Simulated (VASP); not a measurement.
# LuPbBr5: relaxation of cell and atoms with PBEsol

The system is LuPbBr5.

```
Lu Pb Br
1.0
     5.11754    0.00000    0.00000
     0.00000    5.11754    0.00000
     0.00000    0.00000    9.06021
Lu Pb Br
1 1 5
Cartesian
  2.5588 2.5588 0.0000
  0.0000 0.0000 4.5301
  0.0000 2.5588 2.6850
  0.0000 2.5588 6.3752
  2.5588 0.0000 2.6850
  2.5588 0.0000 6.3752
  0.0000 0.0000 0.0000
```

```yaml
Program: VASP 6.6.1
Task: relaxation of cell and atoms
Functional: PBEsol
Potentials_or_basis: VASP PAW PBE potentials, release 64 (Lu, Pb_d, Br)
Cutoff: 600 eV
k_mesh: 4 × 4 × 2
Occupations: fermi-dirac, width 0.03 eV
Spin: no spin polarisation
Dipole_correction: no
Further_INCAR_settings: ALGO = Normal; EDIFF = 1e-06; IBRION = 2; EDIFFG = -0.01; NSW = 100; ISIF = 3
```

```json
{"Relaxed volume": "27.19 Å³/atom", "Relaxed cell": "a = 4.985 Å, b = 4.985 Å, c = 7.659 Å, α = 90.00°, β = 90.00°, γ = 90.00°", "Space group after relaxing (to 0.1 Å)": "P4/mmm (No. 123)", "Energy gained by relaxing": "282.4 meV/atom", "Ionic steps": "12", "Pressure after relaxing": "0.0 GPa", "Band gap on the k mesh": "0.76 eV (least direct gap 1.17 eV)"}
```

Forces on the atoms (eV/Å):
```
Lu   0.000  0.000  0.000
Pb   0.000  0.000  0.000
Br   0.000  0.000  0.003
Br   0.000  0.000 -0.003
Br   0.000  0.000  0.003
Br   0.000  0.000 -0.003
Br   0.000  0.000  0.000
```

Step by step:
```tsv
step	energy change (eV)	largest force (eV/Å)	pressure (GPa)	volume (Å³)
1	0.0000	0.8229	-5.73	237.28
2	-1.1686	1.1989	-0.89	197.96
3	-1.2249	1.3008	1.41	188.90
4	-1.6002	0.9285	1.44	186.57
5	-1.9038	0.1073	2.62	181.28
6	-1.9283	0.0217	-1.85	197.92
7	-1.9746	0.0527	-0.07	190.15
8	-1.9746	0.0538	0.00	189.97
9	-1.9757	0.0344	0.01	189.94
10	-1.9765	0.0033	0.04	189.89
11	-1.9765	0.0033	0.05	189.88
12	-1.9765	0.0027	-0.03	190.32
```

Final structure:
```cif
data_structure
_symmetry_space_group_name_H-M 'P 1'
_symmetry_Int_Tables_number 1
_cell_length_a 4.9850
_cell_length_b 4.9850
_cell_length_c 7.6587
_cell_angle_alpha 90.000
_cell_angle_beta 90.000
_cell_angle_gamma 90.000
_cell_volume 190.32
loop_
_atom_site_label
_atom_site_type_symbol
_atom_site_fract_x
_atom_site_fract_y
_atom_site_fract_z
_atom_site_occupancy
Lu1 Lu 0.50000 0.50000 0.00000 1
Pb1 Pb 0.00000 0.00000 0.50000 1
Br1 Br 0.00000 0.50000 0.25810 1
Br2 Br 0.00000 0.50000 0.74190 1
Br3 Br 0.50000 0.00000 0.25810 1
Br4 Br 0.50000 0.00000 0.74190 1
Br5 Br 0.00000 0.00000 0.00000 1
```

Levels at points of the mesh, in eV from the valence-band top:
| k point | band 34 | band 35 | band 36 | band 37 | band 38 | band 39 | band 40 | band 41 |
| --- | --- | --- | --- | --- | --- | --- | --- | --- |
| (0.00, 0.00, 0.00) | -2.09 | -1.93 | -1.78 | -1.78 | 0.76 | 1.31 | 1.74 | 2.47 |
| (0.50, 0.00, 0.00) | -1.95 | -1.94 | -1.66 | -0.53 | 1.56 | 2.24 | 2.65 | 2.87 |
| (0.50, 0.50, 0.00) | -1.72 | -1.65 | -1.58 | -0.81 | 0.89 | 2.07 | 2.50 | 2.50 |
| (0.00, 0.00, 0.50) | -2.49 | -1.06 | -1.06 | -0.92 | 0.93 | 1.32 | 1.51 | 1.83 |
| (0.50, 0.00, 0.50) | -2.03 | -1.19 | -0.92 | -0.50 | 2.12 | 2.51 | 2.71 | 2.74 |
| (0.50, 0.50, 0.50) | -1.63 | -0.81 | -0.81 | 0.00 | 1.17 | 1.51 | 1.80 | 1.80 |

Run time: 14 min on 1 thread of AMD EPYC 9R45 96-Core Processor (Zen 5) (shared host), peak memory 0.46 GiB.

Caveat: the volume moved by over 15 % at a fixed basis, so the end points are rough; the PAW data sets were made with another functional, which shifts forces and pressure a little; spin-orbit coupling is left out, which moves the levels of the heavy elements. A k mesh can miss the band edges.
